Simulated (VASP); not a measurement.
Here is a VASP 6.6.1 calculation.

INCAR

```
SYSTEM = Ru
PREC = Accurate
ENCUT = 400
EDIFF = 1E-6
ISMEAR = -1
SIGMA = 0.5
LREAL = .FALSE.
LASPH = .TRUE.
NELM = 120
ALGO = Normal
ISIF = 2
LWAVE = .FALSE.
LCHARG = .FALSE.
GGA = PE
NBANDS = 118
GGA_COMPAT = .FALSE.
```

The input KPOINTS:

```
regular mesh
0
G
  4 4 2
  0 0 0
```

File POSCAR:

```
Ru
1.0
    5.4830553696      0.0000000560      0.0000000000
   -2.7415277333      4.7484652124      0.0000000000
    0.0000000000      0.0000000000      8.7086425000
Ru
15
Direct
    0.1676869099      0.3346450980      0.1254100001
    0.3309449254      0.1713889723      0.3780717594
    0.3309436840      0.1714020410      0.8727304565
    0.1699661030      0.8358002275      0.1254023594
    0.3309365594      0.6611632976      0.3780616818
    0.1707616696      0.8361775707      0.6254045131
    0.3309401660      0.6611647501      0.8727435219
    0.6665487762      0.3323553423      0.1254027981
    0.8411684902      0.1713742679      0.3780711088
    0.6661644391      0.3315484760      0.6254003844
    0.8411822641      0.1713879451      0.8727306854
    0.6665407970      0.8357870599      0.1254014498
    0.8343558004      0.6679900798      0.3766925599
    0.6661018840      0.8361288949      0.6254087223
    0.8343524057      0.6679741619      0.8741158753
```

Potentials or basis: VASP PAW PBE potentials, release 64 (Ru_pv).

Launch:

```sh
$ cat potpaw_PBE.64/Ru_pv/POTCAR > POTCAR
$ mpirun -np 1 vasp_std > vasp.out
```

Question: Estimate the pressure.

Answer: -6.4 GPa.

Question: Predict the band gap on the k mesh.

Answer: Zero (bands 105 and 106 overlap by 1.10 eV).

Forces on the atoms (eV/Å):
```
Ru   0.002 -0.001 -0.001
Ru   0.002 -0.001 -0.005
Ru   0.002 -0.001  0.005
Ru  -0.017 -0.011  0.000
Ru   0.000  0.004 -0.004
Ru  -0.014 -0.009 -0.001
Ru   0.000  0.002  0.004
Ru   0.001  0.021  0.000
Ru  -0.003  0.000 -0.003
Ru   0.000  0.021  0.000
Ru  -0.003  0.000  0.003
Ru   0.019 -0.012  0.000
Ru  -0.001 -0.001  0.014
Ru   0.014 -0.012  0.000
Ru  -0.001  0.000 -0.013
```

Caveat: the k points lie up to 0.36 Å⁻¹ apart, too coarse for converged energies and pressures of a metal; so wide a smearing shifts energies and pressures.
